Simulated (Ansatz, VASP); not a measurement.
One calculation of Y, two programs

The input INCAR:

```
SYSTEM = Y
  PREC = Accurate
  ENCUT = 520
  EDIFF = 1E-6
  ISMEAR = -1
  SIGMA = 0.05
  LREAL = .FALSE.
  LASPH = .TRUE.
  NELM = 80
  ALGO = Fast
  ISIF = 2
  LWAVE = .FALSE.
  LCHARG = .TRUE.
  GGA = PS
  LELF = .TRUE.
  LVHAR = .TRUE.
  NBANDS = 18
```

The input KPOINTS:

```
regular mesh
0
G
  8 8 5
  0 0 0
```

The input POSCAR:

```
Y
1.0
    3.6715556708      0.0000000000      0.0000000000
   -1.8357778354      3.1796604824      0.0000000000
    0.0000000000      0.0000000000      5.7685520994
Y
2
Direct
    0.6666666667      0.3333333333      0.7500000000
    0.3333333333      0.6666666667      0.2500000000
```

File input.yaml:

```yaml
crystal:
  lattice:
    - [3.6715556708, 0.0, 0.0]
    - [-1.8357778354, 3.1796604824, 0.0]
    - [0.0, 0.0, 5.7685520994]
  atoms:
    - { symbol: "Y", position: [0.6666666667, 0.3333333333, 0.75] }
    - { symbol: "Y", position: [0.3333333333, 0.6666666667, 0.25] }
kpoints:
  mp_grid: { grid: [8, 8, 5] }
scf:
  occupations: { method: fermi_dirac, width: 0.05 }
hamiltonian:
  xc: pbesol
  pseudopotentials: { kind: all_electron, lapw: { basis_error: 0.0005 } }
output:
  forces: true
  stress: true
  eigenvalues: true
```

Change from the starting cell: volume scaled by 1.02.

Alike in both runs: task single point; functional PBEsol; k mesh 8 × 8 × 5; occupations fermi-dirac, width 0.05 eV; no spin polarisation.

```csv
,VASP,Ansatz
version,VASP 6.6.1,Ansatz 0.2.0
potentials or method,"VASP PAW PBE potentials, release 64 (Y_sv), cutoff 520 eV","all-electron LAPW, scalar-relativistic"
```

VASP gave:

```
gap on the k mesh at the Fermi level (eV)                     : none
pressure (GPa)                                                : -2.8
traceless stress, the component that is largest in VASP (GPa) : -0.31
```

Q: Which values does Ansatz return?

A: gap on the k mesh at the Fermi level (eV): none; pressure (GPa): -2.7; traceless stress, the component that is largest in VASP (GPa): -0.31.

VASP's potentials were made for PBE, not for PBEsol. A gap of «none» marks a metal or a gap that the smearing closes. Ansatz ran all-electron here, and VASP with PAW potentials.
